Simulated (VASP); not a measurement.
# CoSi2 (Fm-3m) in VASP: single point with LDA

Aim: the single point of CoSi2 with LDA.

Program: VASP 6.6.1. These are calculated values, not measurements. Logs are shortened: lines on timing, memory, paths and dates and some standing lists are left out, and cuts for length are marked.

### Step 1. The cell of the first run

It takes space group Fm-3m (No. 225, cubic). Conventional cell: a = 5.461 Å, b = 5.461 Å, c = 5.461 Å, α = 90.00°, β = 90.00°, γ = 90.00°. Within 3.1 Å of Co (site symmetry m-3m) lie 8 Si at 2.36 Å. Si (site symmetry -43m) has 4 Co at 2.36 Å and 6 Si at 2.73 Å within 3.1 Å.

### Step 2. Single point, LDA, collinear spin, ferromagnetic start (13.57 Å³/atom)

The input, INCAR:

```
SYSTEM = CoSi2
ALGO = Normal
EDIFF = 1E-6
ENCUT = 520
GGA = CA
ISIF = 2
ISMEAR = -1
ISPIN = 2
LASPH = .TRUE.
LCHARG = .TRUE.
LELF = .TRUE.
LMAXMIX = 4
LORBIT = 11
LREAL = .FALSE.
LVHAR = .TRUE.
LWAVE = .FALSE.
MAGMOM = 2 0 0
NBANDS = 20
NELM = 150
PREC = Accurate
SIGMA = 0.05
```

The input, KPOINTS:

```
k-points
0
G
  9 9 9
  0 0 0
```

The input, POSCAR:

```
CoSi2
1.0
    0.0000000000      2.7305231384      2.7305231384
    2.7305231384      0.0000000000      2.7305231384
    2.7305231384      2.7305231384      0.0000000000
Co Si
1 2
Direct
    0.0000000000      0.0000000000      0.0000000000
    0.7500000000      0.7500000000      0.7500000000
    0.2500000000      0.2500000000      0.2500000000
```

Potentials or basis: VASP PAW LDA potentials, release 64 (Co, Si).

Launch:

```bash
cat potpaw_LDA.64/Co/POTCAR potpaw_LDA.64/Si/POTCAR > POTCAR
mpirun -np 1 vasp_std > vasp.out
```

OUTCAR:

```text
SYSTEM = CoSi2
   EDIFF = 1E-6
   ENCUT = 520
   GGA = CA
   ISIF = 2
   ISMEAR = -1
   ISPIN = 2
   LASPH = .TRUE.
   LORBIT = 11
   LREAL = .FALSE.
   NELM = 150
   PREC = Accurate

 ion  position               nearest neighbor table
   1  0.000  0.000  0.000-   2 2.36   2 2.36   3 2.36   3 2.36   3 2.36   3 2.36   2 2.36   2 2.36

   2  0.750  0.750  0.750-   1 2.36   1 2.36   1 2.36   1 2.36   3 2.73   3 2.73   3 2.73   3 2.73
                             3 2.73   3 2.73
   3  0.250  0.250  0.250-   1 2.36   1 2.36   1 2.36   1 2.36   2 2.73   2 2.73   2 2.73   2 2.73
                             2 2.73   2 2.73

  LATTYP: Found a face centered cubic cell.
 ALAT       =     5.4610462768

  Lattice vectors:

 A1 = (   0.0000000000,   2.7305231384,   2.7305231384)
 A2 = (   2.7305231384,   0.0000000000,   2.7305231384)
 A3 = (   2.7305231384,   2.7305231384,   0.0000000000)

Analysis of symmetry for initial positions (statically):
=====================================================================
 Subroutine PRICEL returns:
 Original cell was already a primitive cell.

 Routine SETGRP: Setting up the symmetry group for a
 face centered cubic supercell.

 Subroutine GETGRP returns: Found 48 space group operations
 (whereof 48 operations were pure point group operations)
 out of a pool of 48 trial point group operations.

The static configuration has the point symmetry O_h .

Analysis of symmetry for dynamics (positions and initial velocities):
=====================================================================
 Subroutine PRICEL returns:
 Original cell was already a primitive cell.

 Routine SETGRP: Setting up the symmetry group for a
 face centered cubic supercell.

 Subroutine GETGRP returns: Found 48 space group operations
 (whereof 48 operations were pure point group operations)
 out of a pool of 48 trial point group operations.

The dynamic configuration has the point symmetry O_h .

Analysis of structural, dynamic, and magnetic symmetry:
=====================================================================
 Subroutine PRICEL returns:
 Original cell was already a primitive cell.

 Routine SETGRP: Setting up the symmetry group for a
 face centered cubic supercell.

 Subroutine GETGRP returns: Found 48 space group operations
 (whereof 48 operations were pure point group operations)
 out of a pool of 48 trial point group operations.

The overall configuration has the point symmetry O_h .

 Subroutine INISYM returns: Found 48 space group operations
 (whereof 48 operations are pure point group operations),
 and found     1 'primitive' translations

----------------------------------------------------------------------------------------

                                     Primitive cell

  volume of cell :      40.7162

  direct lattice vectors                    reciprocal lattice vectors
     0.000000000  2.730523138  2.730523138    -0.183115094  0.183115094  0.183115094
     2.730523138  0.000000000  2.730523138     0.183115094 -0.183115094  0.183115094
     2.730523138  2.730523138  0.000000000     0.183115094  0.183115094 -0.183115094

  length of vectors
     3.861542855  3.861542855  3.861542855     0.317164646  0.317164646  0.317164646

  position of ions in fractional coordinates (direct lattice)
     0.000000000  0.000000000  0.000000000
     0.750000000  0.750000000  0.750000000
     0.250000000  0.250000000  0.250000000

  ion indices of the primitive-cell ions
   primitive index   ion index
                 1           1
                 2           2
                 3           3

----------------------------------------------------------------------------------------

 KPOINTS: k-points

Automatic generation of k-mesh.
 Grid dimensions read from file:
 generate k-points for:    9    9    9

 Generating k-lattice:

  Cartesian coordinates                     Fractional coordinates (reciprocal lattice)
    -0.020346122  0.020346122  0.020346122     0.111111111  0.000000000  0.000000000
     0.020346122 -0.020346122  0.020346122     0.000000000  0.111111111  0.000000000
     0.020346122  0.020346122 -0.020346122     0.000000000  0.000000000  0.111111111

  Length of vectors
     0.035240516  0.035240516  0.035240516

  Shift w.r.t. Gamma in fractional coordinates (k-lattice)
     0.000000000  0.000000000  0.000000000

 Subroutine IBZKPT returns following result:
 ===========================================

 Found     35 irreducible k-points:

 Following reciprocal coordinates:
            Coordinates               Weight
  0.000000  0.000000  0.000000      1.000000
  0.111111  0.000000  0.000000      8.000000
  0.222222  0.000000  0.000000      8.000000
  0.333333  0.000000  0.000000      8.000000
  0.444444  0.000000  0.000000      8.000000
  0.111111  0.111111  0.000000      6.000000
[... 16 lines left out ...]
 -0.333333  0.333333  0.000000     12.000000
  0.444444  0.444444  0.000000      6.000000
 [... further k-points ...]
   k-points           NKPTS =     35   k-points in BZ     NKDIM =     35   number of bands    NBANDS=     20
   number of dos      NEDOS =    301   number of ions     NIONS =      3
   total plane-waves  NPLWV =  27000
   dimension x,y,z NGX =    30 NGY =   30 NGZ =   30
   dimension x,y,z NGXF=    60 NGYF=   60 NGZF=   60
   ions per type =               1   2
   NGX,Y,Z   is equivalent  to a cutoff of  12.92, 12.92, 12.92 a.u.
   NGXF,Y,Z  is equivalent  to a cutoff of  25.83, 25.83, 25.83 a.u.
 SYSTEM =  CoSi2
   PREC   = accura    normal or accurate (medium, high low for compatibility)
   ISTART =      0    job   : 0-new  1-cont  2-samecut
   ICHARG =      2    charge: 1-file 2-atom 10-const
   ISPIN  =      2    spin polarized calculation?
   LNONCOLLINEAR =      F non collinear calculations
   LSORBIT =      F    spin-orbit coupling
   LASPH  =      T    aspherical Exc in radial PAW
   ENCUT  =  520.0 eV  38.22 Ry    6.18 a.u.   7.18  7.18  7.18*2*pi/ulx,y,z
   NELM   =    150;   NELMIN=  2; NELMDL= -5     # of ELM steps
   EDIFF  = 0.1E-05   stopping-criterion for ELM
   LREAL  =      F    real-space projection
   EDIFFG = 0.1E-04   stopping-criterion for IOM
   NSW    =      0    number of steps for IOM
   IBRION =     -1    ionic relax: 0-MD 1-quasi-New 2-CG
   NFREE  =      0    steps in history (QN), initial steepest desc. (CG)
   ISIF   =      2    stress and relaxation
   ISYM   =      2    0-nonsym 1-usesym 2-fastsym
   POTIM  = 0.5000    time-step for ionic-motion
   TEBEG  =    0.0;   TEEND  =   0.0 temperature during run
   PSTRESS=    0.0 pullay stress
   NELECT =      17.0000    total number of electrons
   NUPDOWN=      -1.0000    fix difference up-down
   EMIN   =  10.00;   EMAX   =-10.00  energy-range for DOS
   EFERMI =   0.00;   METHOD = LEGACY
   ISMEAR =    -1;   SIGMA  =   0.05  broadening in eV -4-tet -1-fermi 0-gaus
   EFERMI_NEDOS =   21; number of points for ismear=-14 and -15
   IALGO  =     38    algorithm
   IMIX   =      4    mixing-type and parameters
     AMIX     =   0.40;   BMIX     =  1.00
     AMIX_MAG =   1.60;   BMIX_MAG =  1.00
  volume/ion in A,a.u.               =      13.57        91.59
  Fermi-wavevector in a.u.,A,eV,Ry     =   1.223588  2.312246 20.370208  1.497168
  Thomas-Fermi vector in A             =   2.358694
   LORBIT       =     11    0 simple, 1 ext, 2 COOP (PROOUT), +10 PAW based schemes
   GGA     = CA    functional components
   LHFCALC =     F    Hartree Fock is set to
   AEXX    =    0.0000 exact exchange contribution
   IVDW    =     0    specifies the selected vdW correction
   LEPSILON=     F    determine dielectric tensor
   LRPA    =     F    only Hartree local field effects (RPA)
 spin polarized calculation
  energy-cutoff  :      520.00
  volume of cell :       40.72
 maximum number of plane-waves:      1113
 NGX is ok and might be reduce to    30
   NGX = 15   NGY = 15   NGZ = 15

 number of electron      16.9999998 magnetization       0.0031601

 number of electron      16.9999998 magnetization      -0.0001565

 Free energy of the ion-electron system (eV)
  ---------------------------------------------------
  ext. energy  EPLUGINS =         0.00000000
  ---------------------------------------------------
  free energy    TOTEN  =       -21.70328844 eV

  energy without entropy =      -21.69331086  energy(sigma->0) =      -21.69829965

 E-fermi :   9.1928     XC(G=0): -11.6462

 val. band max:        9.1440435552   @ k =  -0.2222   0.1111   0.0000
 cond. band min:       9.2349244706   @ k =   0.3333   0.1111   0.0000
 fundamental gap:      0.0908809154
 Fermi energy:         9.1927731417

 spin component 1

 k-point     1 :       0.0000    0.0000    0.0000
  band No.  band energies     occupation
      1      -3.4114      1.00000
      2       5.3853      1.00000
      3       5.3853      1.00000
      4       5.3853      1.00000
      5       7.5002      1.00000
      6       7.5002      1.00000
[... 12 lines left out ...]
     19      19.3589      0.00000
     20      22.8443      0.00000

 k-point     2 :       0.1111    0.0000    0.0000
  band No.  band energies     occupation
      1      -3.2327      1.00000
      2       4.8994      1.00000
      3       5.4481      1.00000
      4       5.4481      1.00000
      5       7.4504      1.00000
      6       7.4504      1.00000
[... 12 lines left out ...]
     19      20.1625      0.00000
     20      23.4209      0.00000
[... 465 lines left out ...]
      3       3.4144      1.00000
      4       5.8189      1.00000
      5       6.1861      1.00000
      6       6.9275      1.00000
[... 12 lines left out ...]
     19      24.6272      0.00000
     20      25.4834      0.00000

 k-point    24 :       0.4444    0.4444    0.0000
  band No.  band energies     occupation
      1       0.0458      1.00000
      2       2.8602      1.00000
      3       2.9875      1.00000
      4       5.7415      1.00000
      5       5.7415      1.00000
      6       7.4700      1.00000
[... 12 lines left out ...]
     19      23.8251      0.00000
     20      23.8251      0.00000

 [... further k-points ...]

 spin component 2

 k-point     1 :       0.0000    0.0000    0.0000
  band No.  band energies     occupation
      1      -3.4113      1.00000
      2       5.3853      1.00000
      3       5.3853      1.00000
      4       5.3853      1.00000
      5       7.5003      1.00000
      6       7.5003      1.00000
[... 12 lines left out ...]
     19      19.3589      0.00000
     20      22.8443      0.00000

 k-point     2 :       0.1111    0.0000    0.0000
  band No.  band energies     occupation
      1      -3.2327      1.00000
      2       4.8994      1.00000
      3       5.4481      1.00000
      4       5.4481      1.00000
      5       7.4505      1.00000
      6       7.4505      1.00000
[... 12 lines left out ...]
     19      20.1625      0.00000
     20      23.4209      0.00000
[... 465 lines left out ...]
      3       3.4145      1.00000
      4       5.8189      1.00000
      5       6.1862      1.00000
      6       6.9275      1.00000
[... 12 lines left out ...]
     19      24.6273      0.00000
     20      25.4834      0.00000

 k-point    24 :       0.4444    0.4444    0.0000
  band No.  band energies     occupation
      1       0.0459      1.00000
      2       2.8602      1.00000
      3       2.9875      1.00000
      4       5.7416      1.00000
      5       5.7416      1.00000
      6       7.4700      1.00000
[... 12 lines left out ...]
     19      23.8251      0.00000
     20      23.8251      0.00000

 [... further k-points ...]

------------------------ aborting loop because EDIFF is reached ----------------------------------------

  FORCE on cell =-STRESS in cart. coord.  units (eV):
  Direction    XX          YY          ZZ          XY          YZ          ZX
  --------------------------------------------------------------------------------------
  -------------------------------------------------------------------------------------
  Total       -4.1976285     -4.1976285     -4.1976285      0.0000000     -0.0000000     -0.0000000
  in kB     -165.1760223   -165.1760223   -165.1760223      0.0000000     -0.0000000     -0.0000000
  external PRESSURE =    -165.1760223 kB  Pullay stress =       0.0000000 kB

 VOLUME and BASIS-vectors are now :
 -----------------------------------------------------------------------------
  energy-cutoff  :      520.00
  volume of cell :       40.72
      direct lattice vectors                 reciprocal lattice vectors
     0.000000000  2.730523138  2.730523138    -0.183115094  0.183115094  0.183115094
     2.730523138  0.000000000  2.730523138     0.183115094 -0.183115094  0.183115094
     2.730523138  2.730523138  0.000000000     0.183115094  0.183115094 -0.183115094

 POSITION                                       TOTAL-FORCE (eV/Angst)
 -----------------------------------------------------------------------------------
      0.00000      0.00000      0.00000        -0.000000     -0.000000      0.000000
      4.09578      4.09578      4.09578        -0.000000     -0.000000      0.000000
      1.36526      1.36526      1.36526         0.000000      0.000000     -0.000000
 -----------------------------------------------------------------------------------
    total drift:                                0.000000     -0.000000     -0.000000

  FREE ENERGIE OF THE ION-ELECTRON SYSTEM (eV)
  ---------------------------------------------------
  free  energy   TOTEN  =       -21.7032884436 eV

  energy  without entropy=      -21.6933108630  energy(sigma->0) =      -21.69829965

 total charge

# of ion       s       p       d       tot
------------------------------------------
    1        0.514   0.650   7.565   8.729
    2        0.729   0.840   0.000   1.569
    3        0.729   0.840   0.000   1.569
--------------------------------------------------
tot          1.971   2.331   7.565  11.867

 magnetization (x)

# of ion       s       p       d       tot
------------------------------------------
    1        0.000   0.000  -0.000  -0.000
    2        0.000   0.000   0.000   0.000
    3        0.000   0.000   0.000   0.000
--------------------------------------------------
tot          0.000   0.000  -0.000  -0.000
```

It took 1.9 min on 1 thread of Intel Xeon 8259CL, shared host; peak memory 0.19 GiB.

Results:

| Item | Value |
| --- | --- |
| Free energy | -21.7033 eV |
| Pressure | -16.5 GPa |
| Net moment | 0.00 μB per cell |
| Valence electrons inside the program's atomic spheres | Co 8.73; Si 1.57 |

Levels at points of the mesh, in eV from the Fermi level:
Spin up:
```
           k point  band 7  band 8  band 9  band 10  band 11  band 12
(0.00, 0.00, 0.00)    0.15    3.22    3.22     3.22     3.47     3.47
```
Spin down:
| k point | band 7 | band 8 | band 9 | band 10 | band 11 | band 12 |
| --- | --- | --- | --- | --- | --- | --- |
| (0.00, 0.00, 0.00) | 0.15 | 3.22 | 3.22 | 3.22 | 3.47 | 3.47 |

Caveat: the cell stands under tension; the moments typed at the start vanished in this run.
